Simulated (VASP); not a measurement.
Input of a VASP 6.6.1 run:

File INCAR:

```
SYSTEM = Ta2C
PREC = Accurate ; ENCUT = 600
EDIFF = 1E-6 ; ISMEAR = 1
SIGMA = 0.1 ; LREAL = .FALSE.
LASPH = .TRUE. ; NELM = 120
ALGO = Normal ; ISIF = 2
LWAVE = .FALSE. ; LCHARG = .FALSE.
NBANDS = 20 ; GGA_COMPAT = .FALSE.
```

File KPOINTS:

```
regular mesh
0
G
  9 9 5
  0 0 0
```

Contents of POSCAR:

```
Ta2C
1.0
    3.1059000000      0.0000000000      0.0000000000
   -1.5529500000      2.6897880000      0.0000000000
    0.0000000000      0.0000000000      4.9464000000
Ta C
2 1
Direct
    0.3333330000      0.6666670000      0.2520100000
    0.6666670000      0.3333330000      0.7479900000
    0.0000000000      0.0000000000      0.0000000000
```

Potentials or basis: VASP PAW LDA potentials, release 64 (Ta_pv, C).

Launch:

```console
$ cat potpaw_LDA.64/Ta_pv/POTCAR potpaw_LDA.64/C/POTCAR > POTCAR
$ mpirun -np 1 vasp_std > vasp.out
```

(1) Predict the largest force.

(2) Predict the pressure.

Answers

(1) 0.062 eV/Å.

(2) -7.0 GPa.
